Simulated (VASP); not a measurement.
Runs of VASP 6.6.1 on Mg3ZnC. The structure is that of space group Pm-3m (No. 221), or close to it. The cells are those of the table. 

```csv
task,cell,cutoff (eV),gap on the mesh (eV),pressure (GPa)
single point,"a = 4.299 Å, 5 atoms",520,none,(a)
relaxation of cell and atoms,"relaxed to 5 GPa from a = 4.407 Å, 5 atoms",600,none,5.0
single point,"a = 4.220 Å, 5 atoms",520,none,9.9
relaxation of cell and atoms,"relaxed from a = 4.407 Å, 5 atoms",600,none,0.0
single point,"a = 4.102 Å, 5 atoms",520,none,20.2
```

Alike in all rows: level PBE; potentials or basis VASP PAW PBE potentials, release 64 (Mg, Zn, C); no spin polarisation; k mesh 5 × 5 × 5; smearing fermi-dirac 0.1 eV.

Fill in the values left out.

(a) 4.9.

Caveats: the cell is relaxed towards a set pressure, so the enthalpy falls and the energy may rise (some runs).

A gap of «none» marks levels without a gap at the run's occupations.
